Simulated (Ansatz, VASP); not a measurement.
# BaTiO3: VASP beside Ansatz

The input INCAR:

```
  PREC = Accurate
  ENCUT = 520
  EDIFF = 1E-7
  ISMEAR = -1
  SIGMA = 0.08
  LREAL = False
  LASPH = True
  NELM = 80
  ALGO = Normal
  ISIF = 2
  LWAVE = False
  LCHARG = False
  GGA = PE
  NBANDS = 28
```

File KPOINTS:

```
Automatic mesh
0
Gamma
  7 7 7
```

POSCAR

```
BaTiO3
1.0
    3.9864226426      0.0000000000      0.0000000000
    0.0000000000      3.9864226426      0.0000000000
    0.0000000000      0.0000000000      4.0045617725
Ba Ti O
1 1 3
Direct
    0.0000000000      0.0000000000      0.0000000000
    0.5000000000      0.5000000000      0.4820000000
    0.5000000000      0.5000000000      0.0160000000
    0.5000000000      0.0000000000      0.5150000000
    0.0000000000      0.5000000000      0.5150000000
```

Input for Ansatz:

```yaml
crystal:
  lattice:
    - [3.9864226426, 0.0, 0.0]
    - [0.0, 3.9864226426, 0.0]
    - [0.0, 0.0, 4.0045617725]
  atoms:
    - { symbol: Ba, position: [0.0, 0.0, 0.0] }
    - { symbol: Ti, position: [0.5, 0.5, 0.482] }
    - { symbol: O, position: [0.5, 0.5, 0.016] }
    - { symbol: O, position: [0.5, 0.0, 0.515] }
    - { symbol: O, position: [0.0, 0.5, 0.515] }
kpoints:
  mp_grid: { grid: [7, 7, 7] }
  band_path:
    path:
      - [0.0, 0.0, 0.0]
      - [0.0, 0.5, 0.0]
      - [0.5, 0.5, 0.0]
      - [0.0, 0.0, 0.0]
      - [0.0, 0.0, 0.5]
      - [0.0, 0.5, 0.5]
      - [0.5, 0.5, 0.5]
      - [0.0, 0.0, 0.5]
      - [0.0, 0.5, 0.0]
    npoints: 5
scf:
  occupations: { method: fermi_dirac, width: 0.08 }
hamiltonian:
  xc: pbe
  pseudopotentials: { kind: all_electron, lapw: { basis_error: 0.001 } }
output:
  forces: true
  stress: true
  eigenvalues: true
```

Change from the starting cell: volume scaled by 0.99.

Alike in both runs: task single point; functional PBE; k mesh 7 × 7 × 7; occupations fermi-dirac, width 0.08 eV; no spin polarisation.

|  | VASP | Ansatz |
| --- | --- | --- |
| version | VASP 6.6.1 | Ansatz 0.2.0 |
| potentials or method | VASP PAW PBE potentials, release 64 (Ba_sv, Ti_sv, O), cutoff 520 eV | all-electron LAPW, scalar-relativistic |

```csv
,VASP,Ansatz,Ansatz less VASP
pressure (GPa),6.3,4.4,-1.85
"traceless stress, the component that is largest in VASP (GPa)",1.10,1.02,-0.072
rms of the force components (eV/Å),0.091,0.095,+0.0039
```

Atom by atom the forces differ by 0.020 eV/Å (rms over components). Ansatz ran all-electron here, and VASP with PAW potentials.

Spin-orbit coupling is off throughout.
